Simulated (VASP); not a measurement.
# As5S: single point with PBE

Crystal: As5S.

```
As S
1.0
     3.64913    0.00000    0.00000
    -1.82456    3.16024    0.00000
     0.00000    0.00000   10.64885
As S
5 1
Cartesian
  1.8246 1.0534 8.8097
  0.0000 0.0000 7.1699
  1.8246 1.0534 5.3244
  0.0000 0.0000 3.4790
  1.8246 1.0534 1.8391
  0.0000 0.0000 0.0000
```

| Item | Value |
| --- | --- |
| Program | VASP 6.6.1 |
| Task | single point |
| Functional | PBE |
| Potentials or basis | VASP PAW PBE potentials, release 64 (As, S) |
| Cutoff | 520 eV |
| k mesh | 12 × 12 × 4 |
| Occupations | gaussian, width 0.1 eV |
| Spin | no spin polarisation |

- Pressure: 0.1 GPa
- Largest force: 0.024 eV/Å

Forces in eV/Å, atoms in the order of the input:
```
As   0.000  0.000  0.024
As   0.000  0.000 -0.012
As   0.000  0.000  0.000
As   0.000  0.000  0.012
As   0.000  0.000 -0.024
S    0.000  0.000  0.000
```

Levels at points of the mesh, in eV from the Fermi level:
```csv
k point,band 12,band 13,band 14,band 15,band 16,band 17,band 18,band 19
"(0.00, 0.00, 0.00)",-0.70,-0.60,-0.53,-0.53,1.29,1.29,2.17,2.17
"(0.50, 0.00, 0.00)",-2.56,-2.30,-2.15,-1.21,0.49,0.72,0.96,1.34
"(0.00, 0.00, 0.50)",-1.13,0.06,0.06,0.82,0.87,0.98,0.98,2.13
"(0.50, 0.00, 0.50)",-3.00,-1.70,-1.65,-1.09,-0.42,-0.38,-0.13,2.25
```

It took 87 s on 1 thread of Intel(R) Xeon(R) 6975P-C (Granite Rapids), on a shared host, peak memory 0.31 GiB.
